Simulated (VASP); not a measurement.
# BaS4 (P4/mmm) in VASP: further runs, part 2 of 2

VASP 6.6.1. The steps go on from the part before.

## 3. Relaxation of cell and atoms, PBE (atoms taken out)

Input file INCAR:

```
SYSTEM = BaS4
PREC = Accurate
ENCUT = 600
EDIFF = 1E-7
ISMEAR = 0
SIGMA = 0.1
LREAL = .False.
LASPH = .True.
NELM = 60
ALGO = Normal
ISIF = 3
LWAVE = .False.
LCHARG = .False.
GGA = PE
IBRION = 2
NSW = 90
EDIFFG = -0.04
```

Input file KPOINTS:

```
regular mesh
0
Gamma
  4 4 4
  0 0 0
```

Input file POSCAR:

```
BaS4
1.0
    5.3464901961      0.0000000000      0.0000000000
    0.0000000000      5.3464901961      0.0000000000
    0.0000000000      0.0000000000      5.5466063219
Ba S
1 4
Direct
    0.0000000000      0.0000000000      0.0000000000
    0.5000000000      0.0000000000      0.3215760803
    0.0000000000      0.5000000000      0.6784239197
    0.5000000000      0.0000000000      0.6784239197
    0.0000000000      0.5000000000      0.3215760803
```

Potentials or basis: VASP PAW PBE potentials, release 64 (Ba_sv, S).

Launch:

```
cat potpaw_PBE.64/Ba_sv/POTCAR potpaw_PBE.64/S/POTCAR > POTCAR
mpirun -np 1 vasp_std > vasp.out
```

OUTCAR:

```text
SYSTEM = BaS4
   PREC = Accurate
   ENCUT = 600
   EDIFF = 1E-7
   ISMEAR = 0
   LREAL = .False.
   LASPH = .True.
   NELM = 60
   ISIF = 3
   GGA = PE
   IBRION = 2
   NSW = 90
   EDIFFG = -0.04

 ion  position               nearest neighbor table
   1  0.000  0.000  0.000-   2 3.21   3 3.21   4 3.21   5 3.21   3 3.21   5 3.21   2 3.21   4 3.21

   2  0.500  0.000  0.322-   4 1.98   1 3.21   1 3.21
   3  0.000  0.500  0.678-   5 1.98   1 3.21   1 3.21
   4  0.500  0.000  0.678-   2 1.98   1 3.21   1 3.21
   5  0.000  0.500  0.322-   3 1.98   1 3.21   1 3.21

  LATTYP: Found a simple tetragonal cell.
 ALAT       =     5.3464901961
 C/A-ratio  =     1.0374294385

  Lattice vectors:

 A1 = (   5.3464901961,   0.0000000000,   0.0000000000)
 A2 = (   0.0000000000,   5.3464901961,   0.0000000000)
 A3 = (   0.0000000000,   0.0000000000,   5.5466063219)

Analysis of symmetry for initial positions (statically):
=====================================================================
 Subroutine PRICEL returns:
 Original cell was already a primitive cell.

 Routine SETGRP: Setting up the symmetry group for a
[... 168 lines left out ...]

  energy without entropy =      -21.44177037  energy(sigma->0) =      -21.45318554

------------------------ aborting loop because EDIFF is reached ----------------------------------------

  FORCE on cell =-STRESS in cart. coord.  units (eV):
  Direction    XX          YY          ZZ          XY          YZ          ZX
  --------------------------------------------------------------------------------------
  -------------------------------------------------------------------------------------
  Total        0.4043193      0.4043193     -0.8575658      0.0000000      0.0000000      0.0000000
  in kB        4.0857352      4.0857352     -8.6658895      0.0000000      0.0000000      0.0000000
  external PRESSURE =      -0.1648064 kB  Pullay stress =       0.0000000 kB
[... 98 lines left out ...]
  FREE ENERGIE OF THE ION-ELECTRON SYSTEM (eV)
  ---------------------------------------------------
  free  energy   TOTEN  =       -21.4669988485 eV

  energy  without entropy=      -21.4440992052  energy(sigma->0) =      -21.45554903

[... ionic steps 4 to 7 ...]

--------------------------------------- Ionic step        8  -------------------------------------------

 number of electron      34.0000002 magnetization

------------------------ aborting loop because EDIFF is reached ----------------------------------------
[... 73 lines left out ...]
--------------------------------------- Ionic step       10  -------------------------------------------

 number of electron      34.0000002 magnetization

 Free energy of the ion-electron system (eV)
  ---------------------------------------------------
  ext. energy  EPLUGINS =         0.00000000
  ---------------------------------------------------
  free energy    TOTEN  =       -21.48331861 eV

  energy without entropy =      -21.45523468  energy(sigma->0) =      -21.46927664

 E-fermi :   1.4724     XC(G=0):  -7.7761

 val. band max:        1.4686313213   @ k =   0.2500   0.0000   0.2500
 cond. band min:       1.5139337515   @ k =   0.5000   0.0000   0.0000
 fundamental gap:      0.0453024303
 Fermi energy:         1.4724442676

 k-point     1 :       0.0000    0.0000    0.0000
  band No.  band energies     occupation
      1     -25.5577      2.00000
      2     -13.5943      2.00000
      3     -13.3396      2.00000
      4     -11.0141      2.00000
      5     -10.8624      2.00000
      6     -10.8624      2.00000
[... 453 lines left out ...]
  FREE ENERGIE OF THE ION-ELECTRON SYSTEM (eV)
  ---------------------------------------------------
  free  energy   TOTEN  =       -21.4833186055 eV

  energy  without entropy=      -21.4552346753  energy(sigma->0) =      -21.46927664

 reached required accuracy - stopping structural energy minimisation
```

OSZICAR:

```text
N       E                     dE             d eps       ncg     rms          rms(c)
DAV:   1     0.234584613323E+03    0.23458E+03   -0.15651E+04   756   0.154E+03
DAV:   2    -0.601404578401E+00   -0.23519E+03   -0.22935E+03  1049   0.245E+02
DAV:   3    -0.210089392719E+02   -0.20408E+02   -0.20159E+02   941   0.799E+01
DAV:   4    -0.216667717377E+02   -0.65783E+00   -0.65410E+00  1096   0.144E+01
[... 108 lines left out ...]
DAV:   5    -0.214833132981E+02    0.29693E-04   -0.21029E-04   846   0.854E-02    0.532E-02
DAV:   6    -0.214833168400E+02   -0.35419E-05   -0.12615E-05   936   0.203E-02    0.251E-02
DAV:   7    -0.214833177070E+02   -0.86699E-06   -0.52701E-06   885   0.119E-02    0.878E-03
DAV:   8    -0.214833186807E+02   -0.97374E-06   -0.11263E-06   854   0.671E-03    0.257E-03
DAV:   9    -0.214833186055E+02    0.75241E-07   -0.13884E-07   543   0.235E-03
  10 F= -.21483319E+02 E0= -.21469277E+02  d E =-.216640E-03
```

CONTCAR:

```text
BaS4
   1.00000000000000
     5.5030175839750370    0.0000000000000000    0.0000000000000000
     0.0000000000000000    5.5030175839750370    0.0000000000000000
     0.0000000000000000    0.0000000000000000    5.3549183567969729
  Ba              S
     1     4
Direct
     0.0000000000000000    0.0000000000000000    0.0000000000000000
     0.5000000000000000    0.0000000000000000    0.3152972407324126
     0.0000000000000000    0.5000000000000000    0.6847027592675874
     0.5000000000000000    0.0000000000000000    0.6847027592675874
     0.0000000000000000    0.5000000000000000    0.3152972407324126

  0.00000000E+00  0.00000000E+00  0.00000000E+00
  0.00000000E+00  0.00000000E+00  0.00000000E+00
  0.00000000E+00  0.00000000E+00  0.00000000E+00
  0.00000000E+00  0.00000000E+00  0.00000000E+00
  0.00000000E+00  0.00000000E+00  0.00000000E+00
```

Run time: 6.6 min. Hardware: 1 thread of AMD EPYC 7R13 (Zen 3), shared host; peak memory 0.34 GiB.

Results:

```
Free energy                           : -21.4833 eV
Relaxed volume                        : 32.43 Å³/atom
Relaxed cell                          : a = 5.503 Å, b = 5.503 Å, c = 5.355 Å, α = 90.00°, β = 90.00°, γ = 90.00°
Space group after relaxing (to 0.1 Å) : P4/mmm (No. 123)
Energy gained by relaxing             : 3.7 meV/atom
Ionic steps                           : 10
Pressure after relaxing               : 0.0 GPa
Band gap on the k mesh                : zero (bands 17 and 18 overlap by 0.72 eV)
```

Forces in eV/Å, atoms in the order of the input:
```
Ba   0.000  0.000  0.000
S    0.000  0.000  0.002
S    0.000  0.000 -0.002
S    0.000  0.000 -0.002
S    0.000  0.000  0.002
```

The path:
```
step  energy change (eV)  largest force (eV/Å)  pressure (GPa)  volume (Å³)
   1              0.0000                0.1179           -0.02       158.55
   2              0.0051                0.5107            0.77       158.47
   3             -0.0024                0.1014            0.26       158.52
   4             -0.0059                0.0961            0.14       159.53
   5             -0.0112                0.0816           -0.21       162.56
   6             -0.0114                0.0787           -0.27       163.18
   7             -0.0150                0.0707           -0.17       162.85
   8             -0.0185                0.0655            0.09       162.07
   9             -0.0145                0.2923           -0.36       162.59
  10             -0.0187                0.0021            0.01       162.16
```

Final structure:
```
CELL_PARAMETERS angstrom
5.50302 0.00000 0.00000
0.00000 5.50302 0.00000
0.00000 0.00000 5.35492
ATOMIC_POSITIONS crystal
Ba 0.00000 0.00000 0.00000
S 0.50000 0.00000 0.31530
S 0.00000 0.50000 0.68470
S 0.50000 0.00000 0.68470
S 0.00000 0.50000 0.31530
```

Levels at points of the mesh, in eV from the Fermi level:
```csv
k point,band 14,band 15,band 16,band 17,band 18,band 19,band 20,band 21
"(0.00, 0.00, 0.00)",-2.72,-1.23,-1.23,0.40,0.40,2.45,3.68,4.43
"(0.50, 0.00, 0.00)",-3.29,-1.00,-0.13,-0.04,0.04,3.17,4.01,4.92
"(0.50, 0.50, 0.00)",-2.52,-0.66,-0.51,0.30,0.75,3.51,3.58,4.77
"(0.00, 0.00, 0.50)",-2.69,-0.81,-0.81,0.17,0.17,1.33,1.85,4.09
"(0.50, 0.00, 0.50)",-3.15,-1.20,-0.69,-0.60,-0.27,1.64,2.34,4.76
"(0.50, 0.50, 0.50)",-2.39,-1.65,-1.65,-0.68,0.38,2.38,2.38,4.26
```

Caveat: the cell differs from its parent crystal (atoms taken out); spin-orbit coupling is left out, which moves the levels of the heavy elements.
